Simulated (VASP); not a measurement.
Write the native input for VASP 6.6.1 that does the following.

```yaml
Task: relaxation of cell and atoms
Functional: PBE
Potentials_or_basis: VASP PAW PBE potentials, release 64 (Ca_sv, Hf_pv, O)
Cutoff: 600 eV
k_mesh: 6 × 6 × 6
Occupations: gaussian, width 0.1 eV
Spin: no spin polarisation
Dipole_correction: no
Further_INCAR_settings: ALGO = Normal; EDIFF = 1e-06; IBRION = 2; EDIFFG = -0.04; NSW = 90; ISIF = 3
```

The structure of CaHf3O2 lies in POSCAR:

```
CaHf3O2
1.0
    5.6053051500      0.0000000000      0.0000000000
   -2.8026525700      4.8543366500      0.0000000000
    0.0000000000      0.0000000000      3.3450127700
Ca Hf O
1 3 2
Direct
    0.0000000000      0.0000000000      0.0000000000
    0.5000000000      0.0000000000      0.5000000000
    0.5000000000      0.5000000000      0.5000000000
    0.0000000000      0.5000000000      0.5000000000
    0.3333333300      0.6666666700      0.0000000000
    0.6666666700      0.3333333300      0.0000000000
```

The cell was generated, and may not be a known phase.

These files were run (other wordings do the same):

INCAR

```
ALGO = Normal ; EDIFF = 1E-6
EDIFFG = -0.04 ; ENCUT = 600
GGA = PE ; IBRION = 2
ISIF = 3 ; ISMEAR = 0
LASPH = True ; LCHARG = False
LREAL = False ; LWAVE = False
NELM = 80 ; NSW = 90
PREC = Accurate ; SIGMA = 0.1
```

KPOINTS

```
k-points
0
Gamma
  6 6 6
```

Potentials or basis: VASP PAW PBE potentials, release 64 (Ca_sv, Hf_pv, O).

Run with:

```console
$ cat potpaw_PBE.64/Ca_sv/POTCAR potpaw_PBE.64/Hf_pv/POTCAR potpaw_PBE.64/O/POTCAR > POTCAR
$ mpirun -np 1 vasp_std > vasp.out
```

Results of the run:

The relaxed volume is 16.71 Å³/atom and the relaxed cell is a = 6.338 Å, b = 6.338 Å, c = 2.882 Å, α = 90.00°, β = 90.00°, γ = 120.00°. The space group after relaxing (to 0.1 Å) is P6/mmm (No. 191). The energy gained by relaxing is 322.5 meV/atom. The ionic steps are 10. The pressure after relaxing is 0.0 GPa. The band gap on the k mesh is zero (bands 26 and 27 overlap by 0.81 eV).

Caveat: spin-orbit coupling is left out, which moves the levels of the heavy elements.

It took 19 min on 1 thread of Oxide Virtual Turin-like Processor, with other jobs on the host, peak memory 0.28 GiB.
